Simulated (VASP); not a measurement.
A run of VASP 6.6.1 is set up as follows.

File POSCAR:

```
Si3C
1.0
    3.4991176802      0.0000000000      0.0000000000
    0.0000000000      3.4991176802      0.0000000000
    0.0000000000      0.0000000000      5.0985062335
C Si
1 3
Direct
    0.0000000000      0.0000000000      0.0000000000
    0.0000000000      0.5000000000      0.2031984769
    0.5000000000      0.5000000000      0.5000000000
    0.5000000000      0.0000000000      0.7968015231
```

Contents of INCAR.step1:

```
  ALGO = Normal
  EDIFF = 1E-4
  ENCUT = 520
  GGA = PE
  ISMEAR = -1
  LASPH = True
  LCHARG = False
  LREAL = False
  LWAVE = True
  NBANDS = 16
  NELM = 80
  PREC = Accurate
  SIGMA = 0.02
```

INCAR.step2

```
  ALGO = Normal
  EDIFF = 1E-6
  ENCUT = 520
  ISIF = 2
  ISMEAR = -1
  ISTART = 1
  LASPH = True
  LCHARG = False
  LMIXTAU = True
  LREAL = False
  LWAVE = False
  METAGGA = R2SCAN
  NBANDS = 16
  NELM = 80
  PREC = Accurate
  SIGMA = 0.02
```

File KPOINTS:

```
k-points
0
Gamma
  6 6 4
```

Potentials or basis: VASP PAW PBE potentials, release 64 (C, Si).

Run with:

```bash
$ cat potpaw_PBE.64/C/POTCAR potpaw_PBE.64/Si/POTCAR > POTCAR
$ cp INCAR.step1 INCAR
$ mpirun -np 1 vasp_std > vasp.out
$ cp INCAR.step2 INCAR
$ mpirun -np 1 vasp_std > vasp.out
```

(1) Predict the band gap on the k mesh.

(2) Estimate the largest force.

(3) What does it give for the pressure?

Results:

(1) zero (band 8 reaches 7.16 eV, above the bottom of band 9 at 7.00 eV).

(2) 0.249 eV/Å.

(3) -7.4 GPa.

Caveat: the PAW data sets were made with another functional, which shifts forces and pressure a little.
